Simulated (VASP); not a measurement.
PbF2, 3 atoms in the cell. The structure is trigonal, space group R-3m (No. 166). The conventional cell has a = 4.158 Å, b = 4.158 Å, c = 10.494 Å, α = 90.00°, β = 90.00°, γ = 120.00°. Within 3.4 Å of Pb (site symmetry -3m) lie 8 F at 2.55 to 2.62 Å. Within 3.4 Å of F (site symmetry 3m) lie 4 Pb at 2.55 to 2.62 Å and 6 F at 2.97 Å.  This cell differs from its parent crystal: equal xy, yz and zx shear strains of +2 %.

| Item | Value |
| --- | --- |
| Program | VASP 6.6.1 |
| Task | single point |
| Functional | LDA |
| Potentials or basis | VASP PAW LDA potentials, release 64 (Pb_d, F) |
| Cutoff | 520 eV |
| k mesh | 7 × 7 × 7 |
| Occupations | fermi-dirac, width 0.03 eV |
| Spin | no spin polarisation |
| Dipole correction | no |
| Further INCAR settings | ALGO = Normal; EDIFF = 1e-07; NBANDS = 21 |

Potentials or basis: VASP PAW LDA potentials, release 64 (Pb_d, F).

Run with:

```console
$ cat potpaw_LDA.64/Pb_d/POTCAR potpaw_LDA.64/F/POTCAR > POTCAR
$ mpirun -np 1 vasp_std > vasp.out
```

Hardware: 1 thread of Intel(R) Xeon(R) Platinum 8259CL CPU @ 2.50GHz (Skylake/Cascade Lake), on a shared host.

Q: How long does it take, and how much memory?

A: It took 32 s on 1 thread of Intel(R) Xeon(R) Platinum 8259CL CPU @ 2.50GHz (Skylake/Cascade Lake), with other jobs on the host, peak memory 0.18 GiB. Counts: scf iterations 14, k points 44.
